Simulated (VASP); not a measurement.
# PbSe (Fm-3m) in VASP: further runs

Runs on PbSe. Level: PBE. Tasks: single point.

Everything below comes from runs of VASP 6.6.1. Logs are shortened: lines on timing, memory, paths and dates and some standing lists are left out, and cuts for length are marked.

## 1. The cell of the first run

The structure is cubic, space group Fm-3m (No. 225). The conventional cell has a = 6.350 Å, b = 6.350 Å, c = 6.350 Å, α = 90.00°, β = 90.00°, γ = 90.00°. Within 4.2 Å of Pb (site symmetry m-3m) lie 6 Se at 3.17 Å. Within 4.2 Å of Se (site symmetry m-3m) lie 6 Pb at 3.17 Å.

## 2. Single point, PBE, non-collinear spin, zero start, spin-orbit coupling (volume scaled by 1.070)

Contents of INCAR:

```
SYSTEM = PbSe
ALGO = Normal ; EDIFF = 1E-7
ENCUT = 520 ; GGA = PE
GGA_COMPAT = .FALSE. ; ISIF = 2
ISMEAR = 0 ; LASPH = .TRUE.
LCHARG = .TRUE. ; LNONCOLLINEAR = .TRUE.
LORBIT = 11 ; LORBMOM = .TRUE.
LREAL = .FALSE. ; LSORBIT = .TRUE.
LVHAR = .TRUE. ; LWAVE = .FALSE.
MAGMOM = 0 0 0 0 0 0 ; NBANDS = 32
NELM = 150 ; PREC = Accurate
SIGMA = 0.05
```

Contents of KPOINTS:

```
k-points
0
G
  10 10 10
  0 0 0
```

Contents of POSCAR:

```
PbSe
1.0
    0.0000000000      3.1747754563      3.1747754563
    3.1747754563      0.0000000000      3.1747754563
    3.1747754563      3.1747754563      0.0000000000
Pb Se
1 1
Direct
    0.5000000000      0.5000000000      0.5000000000
    0.0000000000      0.0000000000      0.0000000000
```

Potentials or basis: VASP PAW PBE potentials, release 64 (Pb_d, Se).

Command:

```bash
$ cat potpaw_PBE.64/Pb_d/POTCAR potpaw_PBE.64/Se/POTCAR > POTCAR
$ mpirun -np 1 vasp_ncl > vasp.out
```

OUTCAR:

```text
SYSTEM = PbSe
   EDIFF = 1E-7
   ENCUT = 520
   GGA = PE
   ISIF = 2
   ISMEAR = 0
   LASPH = .TRUE.
   LNONCOLLINEAR = .TRUE.
   LORBIT = 11
   LREAL = .FALSE.
   LSORBIT = .TRUE.
   NELM = 150
   PREC = Accurate

 ion  position               nearest neighbor table
   1  0.500  0.500  0.500-   2 3.17   2 3.17   2 3.17   2 3.17   2 3.17   2 3.17
   2  0.000  0.000  0.000-   1 3.17   1 3.17   1 3.17   1 3.17   1 3.17   1 3.17

  LATTYP: Found a face centered cubic cell.
 ALAT       =     6.3495509126

  Lattice vectors:

 A1 = (   0.0000000000,   3.1747754563,   3.1747754563)
 A2 = (   3.1747754563,   0.0000000000,   3.1747754563)
 A3 = (   3.1747754563,   3.1747754563,   0.0000000000)

Analysis of symmetry for initial positions (statically):
=====================================================================
 Subroutine PRICEL returns:
 Original cell was already a primitive cell.

 Routine SETGRP: Setting up the symmetry group for a
 face centered cubic supercell.

 Subroutine GETGRP returns: Found 48 space group operations
 (whereof 48 operations were pure point group operations)
 out of a pool of 48 trial point group operations.

The static configuration has the point symmetry O_h .

Analysis of symmetry for dynamics (positions and initial velocities):
=====================================================================
 Subroutine PRICEL returns:
 Original cell was already a primitive cell.

 Routine SETGRP: Setting up the symmetry group for a
 face centered cubic supercell.

 Subroutine GETGRP returns: Found 48 space group operations
 (whereof 48 operations were pure point group operations)
 out of a pool of 48 trial point group operations.

The dynamic configuration has the point symmetry O_h .

Analysis of structural, dynamic, and magnetic symmetry:
=====================================================================
 Subroutine PRICEL returns:
 Original cell was already a primitive cell.

 Routine SETGRP: Setting up the symmetry group for a
 face centered cubic supercell.

 Subroutine GETGRP returns: Found 48 space group operations
 (whereof 48 operations were pure point group operations)
 out of a pool of 48 trial point group operations.

The overall configuration has the point symmetry O_h .

 Subroutine INISYM returns: Found 48 space group operations
 (whereof 48 operations are pure point group operations),
 and found     1 'primitive' translations

----------------------------------------------------------------------------------------

                                     Primitive cell

  volume of cell :      63.9984

  direct lattice vectors                    reciprocal lattice vectors
     0.000000000  3.174775456  3.174775456    -0.157491453  0.157491453  0.157491453
     3.174775456  0.000000000  3.174775456     0.157491453 -0.157491453  0.157491453
     3.174775456  3.174775456  0.000000000     0.157491453  0.157491453 -0.157491453

  length of vectors
     4.489810508  4.489810508  4.489810508     0.272783199  0.272783199  0.272783199

  position of ions in fractional coordinates (direct lattice)
     0.500000000  0.500000000  0.500000000
     0.000000000  0.000000000  0.000000000

  ion indices of the primitive-cell ions
   primitive index   ion index
                 1           1
                 2           2

----------------------------------------------------------------------------------------

 KPOINTS: k-points

Automatic generation of k-mesh.
 Grid dimensions read from file:
 generate k-points for:   10   10   10

 Generating k-lattice:

  Cartesian coordinates                     Fractional coordinates (reciprocal lattice)
    -0.015749145  0.015749145  0.015749145     0.100000000  0.000000000  0.000000000
     0.015749145 -0.015749145  0.015749145     0.000000000  0.100000000  0.000000000
     0.015749145  0.015749145 -0.015749145     0.000000000  0.000000000  0.100000000

  Length of vectors
[... 90 lines left out ...]
 NGX is ok and might be reduce to    36
   NGX = 17   NGY = 17   NGZ = 17

 number of electron      19.9999998 magnetization      -0.0000000      0.0000000      0.0000000

 number of electron      19.9999998 magnetization      -0.0000000     -0.0000000     -0.0000000

 number of electron      19.9999998 magnetization       0.0000000      0.0000000      0.0000000

 Free energy of the ion-electron system (eV)
  ---------------------------------------------------
  ext. energy  EPLUGINS =         0.00000000
  ---------------------------------------------------
  free energy    TOTEN  =        -8.58468139 eV

  energy without entropy =       -8.58467795  energy(sigma->0) =       -8.58467967

 E-fermi :   3.8173     XC(G=0):  -9.0269

 val. band max:        3.7150814852   @ k =   0.5000   0.0000   0.0000
 cond. band min:       3.9195822671   @ k =   0.5000   0.0000   0.0000
 fundamental gap:      0.2045007819
 Fermi energy:         3.8173318657

 k-point     1 :       0.0000    0.0000    0.0000
  band No.  band energies     occupation
      1     -14.3583      1.00000
      2     -14.3583      1.00000
      3     -14.3583      1.00000
      4     -14.3583      1.00000
      5     -11.7998      1.00000
      6     -11.7998      1.00000
[... 829 lines left out ...]
     31      14.3549      0.00000
     32      14.3549      0.00000

 [... further k-points ...]
[... 5 lines left out ...]
  --------------------------------------------------------------------------------------
  -------------------------------------------------------------------------------------
  Total       -1.0469152     -1.0469152     -1.0469152      0.0000000      0.0000000     -0.0000000
  in kB      -26.2091580    -26.2091580    -26.2091580      0.0000000      0.0000000     -0.0000000
  external PRESSURE =     -26.2091580 kB  Pullay stress =       0.0000000 kB

 VOLUME and BASIS-vectors are now :
 -----------------------------------------------------------------------------
  energy-cutoff  :      520.00
  volume of cell :       64.00
      direct lattice vectors                 reciprocal lattice vectors
     0.000000000  3.174775456  3.174775456    -0.157491453  0.157491453  0.157491453
     3.174775456  0.000000000  3.174775456     0.157491453 -0.157491453  0.157491453
     3.174775456  3.174775456  0.000000000     0.157491453  0.157491453 -0.157491453

 POSITION                                       TOTAL-FORCE (eV/Angst)
 -----------------------------------------------------------------------------------
      3.17478      3.17478      3.17478        -0.000000     -0.000000      0.000000
      0.00000      0.00000      0.00000         0.000000      0.000000      0.000000
 -----------------------------------------------------------------------------------
    total drift:                                0.000000      0.000000      0.000000

  FREE ENERGIE OF THE ION-ELECTRON SYSTEM (eV)
  ---------------------------------------------------
  free  energy   TOTEN  =        -8.5846813938 eV

  energy  without entropy=       -8.5846779484  energy(sigma->0) =       -8.58467967

 orbital moment (x)

 # of ion     p       d       tot
 ----------------------------------------
  1         0.000   0.000   0.000
  2         0.000  -0.000  -0.000
 ----------------------------------------
            0.000   0.000   0.000

 orbital moment (y)

 # of ion     p       d       tot
 ----------------------------------------
  1         0.000  -0.000  -0.000
  2         0.000   0.000   0.000
 ----------------------------------------
            0.000  -0.000  -0.000

 orbital moment (z)

 # of ion     p       d       tot
 ----------------------------------------
  1         0.000  -0.000  -0.000
  2         0.000   0.000   0.000
 ----------------------------------------
            0.000  -0.000  -0.000

 Spin-Orbit-Coupling matrix elements

 Ion:    1  E_soc:     -0.8284540
 l=   1
     0.0000000    -0.0713630    -0.0713630
    -0.0713630     0.0000000    -0.0713630
    -0.0713630    -0.0713630     0.0000000
 l=   2
     0.0000000    -0.0133821     0.0000000    -0.0133821    -0.0533306
    -0.0133821     0.0000000    -0.0399979    -0.0133821    -0.0133326
     0.0000000    -0.0399979     0.0000000    -0.0399979     0.0000000
    -0.0133821    -0.0133821    -0.0399979     0.0000000    -0.0133326
    -0.0533306    -0.0133326     0.0000000    -0.0133326     0.0000000
 l=   3
     0.0000000     0.0000000     0.0000000     0.0000000     0.0000000     0.0000000     0.0000000
     0.0000000     0.0000000     0.0000000     0.0000000     0.0000000     0.0000000     0.0000000
     0.0000000     0.0000000     0.0000000     0.0000000     0.0000000     0.0000000     0.0000000
     0.0000000     0.0000000     0.0000000     0.0000000     0.0000000     0.0000000     0.0000000
     0.0000000     0.0000000     0.0000000     0.0000000     0.0000000     0.0000000     0.0000000
     0.0000000     0.0000000     0.0000000     0.0000000     0.0000000     0.0000000     0.0000000
     0.0000000     0.0000000     0.0000000     0.0000000     0.0000000     0.0000000     0.0000000

 Ion:    2  E_soc:     -0.0503459
 l=   1
     0.0000000    -0.0084021    -0.0084021
    -0.0084021     0.0000000    -0.0084021
    -0.0084021    -0.0084021     0.0000000
 l=   2
     0.0000000    -0.0000013     0.0000000    -0.0000013     0.0000124
    -0.0000013     0.0000000     0.0000093    -0.0000013     0.0000031
     0.0000000     0.0000093     0.0000000     0.0000093     0.0000000
    -0.0000013    -0.0000013     0.0000093     0.0000000     0.0000031
     0.0000124     0.0000031     0.0000000     0.0000031     0.0000000
 l=   3
     0.0000000     0.0000000     0.0000000     0.0000000     0.0000000     0.0000000     0.0000000
     0.0000000     0.0000000     0.0000000     0.0000000     0.0000000     0.0000000     0.0000000
     0.0000000     0.0000000     0.0000000     0.0000000     0.0000000     0.0000000     0.0000000
     0.0000000     0.0000000     0.0000000     0.0000000     0.0000000     0.0000000     0.0000000
     0.0000000     0.0000000     0.0000000     0.0000000     0.0000000     0.0000000     0.0000000
     0.0000000     0.0000000     0.0000000     0.0000000     0.0000000     0.0000000     0.0000000
     0.0000000     0.0000000     0.0000000     0.0000000     0.0000000     0.0000000     0.0000000

 total charge

# of ion       s       p       d       tot
------------------------------------------
    1        1.470   0.505   9.834  11.809
    2        1.467   2.292   0.012   3.771
--------------------------------------------------
tot          2.937   2.797   9.846  15.580

 magnetization (x)

# of ion       s       p       d       tot
------------------------------------------
    1        0.000   0.000   0.000   0.000
    2        0.000  -0.000   0.000  -0.000
--------------------------------------------------
tot          0.000  -0.000   0.000  -0.000

 magnetization (y)

# of ion       s       p       d       tot
------------------------------------------
    1        0.000   0.000   0.000   0.000
    2        0.000  -0.000   0.000  -0.000
--------------------------------------------------
tot          0.000  -0.000   0.000  -0.000

 magnetization (z)

# of ion       s       p       d       tot
------------------------------------------
    1        0.000   0.000   0.000   0.000
    2        0.000  -0.000  -0.000  -0.000
--------------------------------------------------
tot          0.000  -0.000  -0.000  -0.000
```

Wall time 2.4 min (1 thread of Intel Xeon 6975P-C (Granite Rapids), shared host); peak memory 0.46 GiB.

What came out:

| Item | Value |
| --- | --- |
| Free energy | -8.5847 eV |
| Pressure | -2.6 GPa |
| Net moment | 0.00 μB per cell |
| Valence electrons inside the program's atomic spheres | Pb 11.81; Se 3.77 |

Moments on the atoms (μB; x, y, z):
```
Pb  0.00 0.00 0.00
Se  0.00 0.00 0.00
```

[end of part 1 of 2]
